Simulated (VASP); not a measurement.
# As (Ia-3) in VASP: a series of runs

Runs on As. Level: PBE. Tasks: single point, relaxation of cell and atoms.

Program: VASP 6.6.1. These are calculated values, not measurements. Logs are shortened: lines on timing, memory, paths and dates and some standing lists are left out, and cuts for length are marked.

## 1. The cell of the first run

The structure is cubic, space group Ia-3 (No. 206). Conventional cell: a = 7.010 Å, b = 7.010 Å, c = 7.010 Å, α = 90.00°, β = 90.00°, γ = 90.00°. As (site symmetry 3) has 4 As at 2.44 to 2.53 Å within 3.2 Å.

## 2. Single point, PBE

Contents of INCAR:

```
  ALGO = Normal
  EDIFF = 1E-7
  ENCUT = 520
  GGA = PE
  ISIF = 2
  ISMEAR = 0
  LASPH = T
  LCHARG = F
  LREAL = F
  LWAVE = F
  NBANDS = 30
  NELM = 100
  PREC = Accurate
  SIGMA = 0.1
```

Contents of KPOINTS:

```
k-points
0
Gamma
  4 4 4
```

Contents of POSCAR:

```
As
1.0
   -3.5050532000      3.5050532000      3.5050532000
    3.5050532000     -3.5050532000      3.5050532000
    3.5050532000      3.5050532000     -3.5050532000
As
8
Direct
    0.2006000000      0.2006000000      0.2006000000
    0.5000000000      0.0000000000      0.2994000000
    0.2994000000      0.5000000000      0.0000000000
    0.0000000000      0.2994000000      0.5000000000
    0.7994000000      0.7994000000      0.7994000000
    0.5000000000      0.0000000000      0.7006000000
    0.7006000000      0.5000000000      0.0000000000
    0.0000000000      0.7006000000      0.5000000000
```

Potentials or basis: VASP PAW PBE potentials, release 64 (As).

Command:

```sh
> cat potpaw_PBE.64/As/POTCAR > POTCAR
> mpirun -np 1 vasp_std > vasp.out
```

OUTCAR:

```text
EDIFF = 1E-7
   ENCUT = 520
   GGA = PE
   ISIF = 2
   ISMEAR = 0
   LASPH = T
   LREAL = F
   NELM = 100
   PREC = Accurate

 ion  position               nearest neighbor table
   1  0.201  0.201  0.201-   5 2.44   3 2.53   4 2.53   2 2.53
   2  0.500  0.000  0.299-   6 2.44   4 2.53   1 2.53   3 2.53
   3  0.299  0.500  0.000-   7 2.44   2 2.53   1 2.53   4 2.53
   4  0.000  0.299  0.500-   8 2.44   3 2.53   1 2.53   2 2.53
   5  0.799  0.799  0.799-   1 2.44   6 2.53   7 2.53   8 2.53
   6  0.500  0.000  0.701-   2 2.44   5 2.53   7 2.53   8 2.53
   7  0.701  0.500  0.000-   3 2.44   5 2.53   8 2.53   6 2.53
   8  0.000  0.701  0.500-   4 2.44   5 2.53   6 2.53   7 2.53

  LATTYP: Found a body centered cubic cell.
 ALAT       =     7.0101064000

  Lattice vectors:

 A1 = (  -3.5050532000,   3.5050532000,   3.5050532000)
 A2 = (   3.5050532000,  -3.5050532000,   3.5050532000)
 A3 = (   3.5050532000,   3.5050532000,  -3.5050532000)

Analysis of symmetry for initial positions (statically):
=====================================================================
 Subroutine PRICEL returns:
 Original cell was already a primitive cell.

 Routine SETGRP: Setting up the symmetry group for a
 body centered cubic supercell.

 Subroutine GETGRP returns: Found 24 space group operations
 (whereof  6 operations were pure point group operations)
 out of a pool of 48 trial point group operations.

The static configuration has the point symmetry S_6 .
 The point group associated with its full space group is T_h .

Analysis of symmetry for dynamics (positions and initial velocities):
=====================================================================
 Subroutine PRICEL returns:
 Original cell was already a primitive cell.

 Routine SETGRP: Setting up the symmetry group for a
 body centered cubic supercell.

 Subroutine GETGRP returns: Found 24 space group operations
 (whereof  6 operations were pure point group operations)
 out of a pool of 48 trial point group operations.

The dynamic configuration has the point symmetry S_6 .
 The point group associated with its full space group is T_h .

 Subroutine INISYM returns: Found 24 space group operations
 (whereof  6 operations are pure point group operations),
 and found     1 'primitive' translations

----------------------------------------------------------------------------------------

                                     Primitive cell

  volume of cell :     172.2439

  direct lattice vectors                    reciprocal lattice vectors
    -3.505053200  3.505053200  3.505053200     0.000000000  0.142651187  0.142651187
     3.505053200 -3.505053200  3.505053200     0.142651187  0.000000000  0.142651187
     3.505053200  3.505053200 -3.505053200     0.142651187  0.142651187  0.000000000

  length of vectors
     6.070930226  6.070930226  6.070930226     0.201739244  0.201739244  0.201739244

  position of ions in fractional coordinates (direct lattice)
     0.200600000  0.200600000  0.200600000
     0.500000000  0.000000000  0.299400000
     0.299400000  0.500000000  0.000000000
     0.000000000  0.299400000  0.500000000
     0.799400000  0.799400000  0.799400000
     0.500000000  0.000000000  0.700600000
     0.700600000  0.500000000  0.000000000
     0.000000000  0.700600000  0.500000000

  ion indices of the primitive-cell ions
   primitive index   ion index
                 1           1
                 2           2
                 3           3
                 4           4
                 5           5
                 6           6
                 7           7
                 8           8

----------------------------------------------------------------------------------------

 KPOINTS: k-points

Automatic generation of k-mesh.
 Grid dimensions read from file:
 generate k-points for:    4    4    4

 Generating k-lattice:

  Cartesian coordinates                     Fractional coordinates (reciprocal lattice)
     0.000000000  0.035662797  0.035662797     0.250000000  0.000000000  0.000000000
     0.035662797  0.000000000  0.035662797     0.000000000  0.250000000  0.000000000
     0.035662797  0.035662797  0.000000000     0.000000000  0.000000000  0.250000000

  Length of vectors
     0.050434811  0.050434811  0.050434811

  Shift w.r.t. Gamma in fractional coordinates (k-lattice)
     0.000000000  0.000000000  0.000000000

 Subroutine IBZKPT returns following result:
 ===========================================

 Found      8 irreducible k-points:

 Following reciprocal coordinates:
            Coordinates               Weight
  0.000000  0.000000  0.000000      1.000000
  0.250000  0.000000  0.000000     12.000000
  0.500000  0.000000  0.000000      6.000000
  0.250000  0.250000  0.000000     24.000000
  0.250000  0.250000  0.250000      2.000000
 -0.250000  0.250000  0.250000      6.000000
  0.500000  0.500000  0.250000     12.000000
  0.500000  0.500000  0.500000      1.000000
   k-points           NKPTS =      8   k-points in BZ     NKDIM =      8   number of bands    NBANDS=     30
   number of dos      NEDOS =    301   number of ions     NIONS =      8
   total plane-waves  NPLWV = 110592
   dimension x,y,z NGX =    48 NGY =   48 NGZ =   48
   dimension x,y,z NGXF=    96 NGYF=   96 NGZF=   96
   ions per type =               8
   NGX,Y,Z   is equivalent  to a cutoff of  13.14, 13.14, 13.14 a.u.
   NGXF,Y,Z  is equivalent  to a cutoff of  26.29, 26.29, 26.29 a.u.
 SYSTEM =  unknown system
   PREC   = accura    normal or accurate (medium, high low for compatibility)
   ISTART =      0    job   : 0-new  1-cont  2-samecut
   ICHARG =      2    charge: 1-file 2-atom 10-const
   ISPIN  =      1    spin polarized calculation?
   LNONCOLLINEAR =      F non collinear calculations
   LSORBIT =      F    spin-orbit coupling
   LASPH  =      T    aspherical Exc in radial PAW
   ENCUT  =  520.0 eV  38.22 Ry    6.18 a.u.  11.29 11.29 11.29*2*pi/ulx,y,z
   NELM   =    100;   NELMIN=  2; NELMDL= -5     # of ELM steps
   EDIFF  = 0.1E-06   stopping-criterion for ELM
   LREAL  =      F    real-space projection
   EDIFFG = 0.1E-05   stopping-criterion for IOM
   NSW    =      0    number of steps for IOM
   IBRION =     -1    ionic relax: 0-MD 1-quasi-New 2-CG
   NFREE  =      0    steps in history (QN), initial steepest desc. (CG)
   ISIF   =      2    stress and relaxation
   ISYM   =      2    0-nonsym 1-usesym 2-fastsym
   POTIM  = 0.5000    time-step for ionic-motion
   TEBEG  =    0.0;   TEEND  =   0.0 temperature during run
   PSTRESS=    0.0 pullay stress
   NELECT =      40.0000    total number of electrons
   NUPDOWN=      -1.0000    fix difference up-down
   EMIN   =  10.00;   EMAX   =-10.00  energy-range for DOS
   EFERMI =   0.00;   METHOD = LEGACY
   ISMEAR =     0;   SIGMA  =   0.10  broadening in eV -4-tet -1-fermi 0-gaus
   EFERMI_NEDOS =   21; number of points for ismear=-14 and -15
   IALGO  =     38    algorithm
   IMIX   =      4    mixing-type and parameters
     AMIX     =   0.40;   BMIX     =  1.00
     AMIX_MAG =   1.60;   BMIX_MAG =  1.00
  volume/ion in A,a.u.               =      21.53       145.29
  Fermi-wavevector in a.u.,A,eV,Ry     =   1.006268  1.901570 13.776916  1.012575
  Thomas-Fermi vector in A             =   2.138999
   LORBIT       =      0    0 simple, 1 ext, 2 COOP (PROOUT), +10 PAW based schemes
   GGA     = PE    functional components
   LHFCALC =     F    Hartree Fock is set to
   AEXX    =    0.0000 exact exchange contribution
   IVDW    =     0    specifies the selected vdW correction
   LEPSILON=     F    determine dielectric tensor
   LRPA    =     F    only Hartree local field effects (RPA)
 non-spin polarized calculation
 Gauss-broadening in eV      SIGMA  =   0.10
  energy-cutoff  :      520.00
  volume of cell :      172.24
 maximum number of plane-waves:      4664
 NGX is ok and might be reduce to    48
   NGX = 23   NGY = 23   NGZ = 23

 number of electron      40.0000001 magnetization

 Free energy of the ion-electron system (eV)
  ---------------------------------------------------
  ext. energy  EPLUGINS =         0.00000000
  ---------------------------------------------------
  free energy    TOTEN  =       -34.35838609 eV

  energy without entropy =      -34.34115504  energy(sigma->0) =      -34.34977056

 E-fermi :   5.7649     XC(G=0):  -9.9152

 val. band max:        5.7645815541   @ k =   0.2500   0.0000   0.0000
 cond. band min:       5.8846963597   @ k =   0.5000   0.5000   0.5000
 fundamental gap:      0.1201148057
 Fermi energy:         5.7649087567

 k-point     1 :       0.0000    0.0000    0.0000
  band No.  band energies     occupation
      1      -9.8345      2.00000
      2      -6.8084      2.00000
      3      -6.3760      2.00000
      4      -6.3760      2.00000
      5      -6.3760      2.00000
      6      -4.2485      2.00000
[... 22 lines left out ...]
     29       9.9785      0.00000
     30      10.2753      0.00000

 k-point     2 :       0.2500    0.0000    0.0000
  band No.  band energies     occupation
      1      -9.5242      2.00000
      2      -7.4273      2.00000
      3      -6.9298      2.00000
      4      -6.7436      2.00000
      5      -5.8543      2.00000
      6      -4.5583      2.00000
[... 22 lines left out ...]
     29       9.4379      0.00000
     30       9.9755      0.00000

 k-point     3 :       0.5000    0.0000    0.0000
  band No.  band energies     occupation
      1      -8.6388      2.00000
      2      -8.6388      2.00000
      3      -7.0792      2.00000
      4      -7.0792      2.00000
      5      -5.1750      2.00000
      6      -5.1750      2.00000
[... 22 lines left out ...]
     29       9.5658      0.00000
     30       9.5658      0.00000

 k-point     4 :       0.2500    0.2500    0.0000
  band No.  band energies     occupation
      1      -8.9259      2.00000
      2      -7.9046      2.00000
      3      -7.8150      2.00000
      4      -6.9367      2.00000
      5      -5.2402      2.00000
      6      -4.6280      2.00000
[... 22 lines left out ...]
     29       9.5208      0.00000
     30       9.6640      0.00000

 k-point     5 :       0.2500    0.2500    0.2500
  band No.  band energies     occupation
      1      -8.0737      2.00000
      2      -8.0737      2.00000
      3      -8.0737      2.00000
      4      -8.0737      2.00000
      5      -3.9027      2.00000
      6      -3.9027      2.00000
[... 22 lines left out ...]
     29      10.1406      0.00000
     30      10.1406      0.00000

 k-point     6 :      -0.2500    0.2500    0.2500
  band No.  band energies     occupation
      1      -9.2278      2.00000
      2      -7.6218      2.00000
      3      -7.4899      2.00000
      4      -6.2407      2.00000
      5      -6.1860      2.00000
      6      -4.8280      2.00000
[... 22 lines left out ...]
     29       9.2536      0.00000
     30       9.3767      0.00000

 k-point     7 :       0.5000    0.5000    0.2500
  band No.  band energies     occupation
      1      -8.4199      2.00000
      2      -8.4115      2.00000
      3      -7.8159      2.00000
      4      -6.3953      2.00000
      5      -5.6851      2.00000
      6      -5.6153      2.00000
[... 22 lines left out ...]
     29       8.6439      0.00000
     30       8.9373      0.00000

 k-point     8 :       0.5000    0.5000    0.5000
  band No.  band energies     occupation
      1      -8.0953      2.00000
      2      -8.0953      2.00000
      3      -8.0953      2.00000
      4      -6.2767      2.00000
      5      -6.2767      2.00000
      6      -6.2767      2.00000
[... 22 lines left out ...]
     29       7.9273      0.00000
     30       7.9273      0.00000

------------------------ aborting loop because EDIFF is reached ----------------------------------------

  FORCE on cell =-STRESS in cart. coord.  units (eV):
  Direction    XX          YY          ZZ          XY          YZ          ZX
  --------------------------------------------------------------------------------------
  -------------------------------------------------------------------------------------
  Total       13.1077006     13.1077006     13.1077006      0.0000000     -0.0000000     -0.0000000
  in kB      121.9251401    121.9251401    121.9251401      0.0000000     -0.0000000     -0.0000000
  external PRESSURE =     121.9251401 kB  Pullay stress =       0.0000000 kB

 VOLUME and BASIS-vectors are now :
 -----------------------------------------------------------------------------
  energy-cutoff  :      520.00
  volume of cell :      172.24
      direct lattice vectors                 reciprocal lattice vectors
    -3.505053200  3.505053200  3.505053200     0.000000000  0.142651187  0.142651187
     3.505053200 -3.505053200  3.505053200     0.142651187  0.000000000  0.142651187
     3.505053200  3.505053200 -3.505053200     0.142651187  0.142651187  0.000000000

 POSITION                                       TOTAL-FORCE (eV/Angst)
 -----------------------------------------------------------------------------------
      0.70311      0.70311      0.70311         0.271838      0.271838      0.271838
     -0.70311      2.80194      0.70311        -0.271838     -0.271838      0.271838
      0.70311     -0.70311      2.80194         0.271838     -0.271838     -0.271838
      2.80194      0.70311     -0.70311        -0.271838      0.271838     -0.271838
      2.80194      2.80194      2.80194        -0.271838     -0.271838     -0.271838
      0.70311      4.20817     -0.70311         0.271838      0.271838     -0.271838
     -0.70311      0.70311      4.20817        -0.271838      0.271838      0.271838
      4.20817     -0.70311      0.70311         0.271838     -0.271838      0.271838
 -----------------------------------------------------------------------------------
    total drift:                                0.000000      0.000000      0.000000

  FREE ENERGIE OF THE ION-ELECTRON SYSTEM (eV)
  ---------------------------------------------------
  free  energy   TOTEN  =       -34.3583860890 eV

  energy  without entropy=      -34.3411550371  energy(sigma->0) =      -34.34977056
```

Wall time 26 s (1 thread of Intel Xeon 6975P-C (Granite Rapids), shared host); peak memory 0.31 GiB.

Results:

```yaml
Free_energy: -34.3584 eV
Pressure: 12.2 GPa
Largest_force: 0.471 eV/Å
Band_gap_on_the_k_mesh: zero (bands 20 and 21 overlap by 0.94 eV)
```

Forces in eV/Å, atoms in the order of the input:
```
As   0.272  0.272  0.272
As  -0.272 -0.272  0.272
As   0.272 -0.272 -0.272
As  -0.272  0.272 -0.272
As  -0.272 -0.272 -0.272
As   0.272  0.272 -0.272
As  -0.272  0.272  0.272
As   0.272 -0.272  0.272
```

Caveat: the cell stands under pressure.

[end of part 1 of 3]
